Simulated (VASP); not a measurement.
A run of VASP 6.6.1 is set up as follows.

Contents of POSCAR:

```
FeSi
1.0
    4.5507000000      0.0000000000      0.0000000000
    0.0000000000      4.5507000000      0.0000000000
    0.0000000000      0.0000000000      4.5507000000
Fe Si
4 4
Direct
    0.8634800000      0.6365200000      0.3634800000
    0.6365200000      0.3634800000      0.8634800000
    0.3634800000      0.8634800000      0.6365200000
    0.1365200000      0.1365200000      0.1365200000
    0.1576000000      0.3424000000      0.6576000000
    0.3424000000      0.6576000000      0.1576000000
    0.6576000000      0.1576000000      0.3424000000
    0.8424000000      0.8424000000      0.8424000000
```

File INCAR.step1:

```
SYSTEM = FeSi
PREC = Accurate ; ENCUT = 520
ISMEAR = -1 ; SIGMA = 0.05
LREAL = .FALSE. ; LASPH = .TRUE.
NELM = 150 ; ISPIN = 2
MAGMOM = 3 3 3 3 0 0 0 0 ; LMAXMIX = 4
NBANDS = 38 ; GGA = PE
ALGO = Normal ; EDIFF = 1E-4
LWAVE = .TRUE. ; LCHARG = .FALSE.
```

The input INCAR.step2:

```
SYSTEM = FeSi
PREC = Accurate ; ENCUT = 520
EDIFF = 1E-7 ; ISMEAR = -1
SIGMA = 0.05 ; LREAL = .FALSE.
LASPH = .TRUE. ; NELM = 150
ALGO = Normal ; ISIF = 2
LWAVE = .FALSE. ; LCHARG = .FALSE.
ISPIN = 2 ; MAGMOM = 3 3 3 3 0 0 0 0
LORBIT = 11 ; LMAXMIX = 4
METAGGA = R2SCAN ; LMIXTAU = .TRUE.
NBANDS = 38 ; ISTART = 1
```

Contents of KPOINTS:

```
regular mesh
0
G
  6 6 6
  0 0 0
```

Potentials or basis: VASP PAW PBE potentials, release 64 (Fe, Si).

Run with:

```sh
$ cat potpaw_PBE.64/Fe/POTCAR potpaw_PBE.64/Si/POTCAR > POTCAR
$ cp INCAR.step1 INCAR
$ mpirun -np 1 vasp_std > vasp.out
$ cp INCAR.step2 INCAR
$ mpirun -np 1 vasp_std > vasp.out
```

(1) Estimate the largest force.

(2) What does it give for the pressure?

(3) Estimate the net moment.

## Answers

(1) 0.187 eV/Å.

(2) -13.9 GPa.

(3) 4.60 μB per cell.

Caveat: the cell stands under tension; the PAW data sets were made with another functional, which shifts forces and pressure a little.
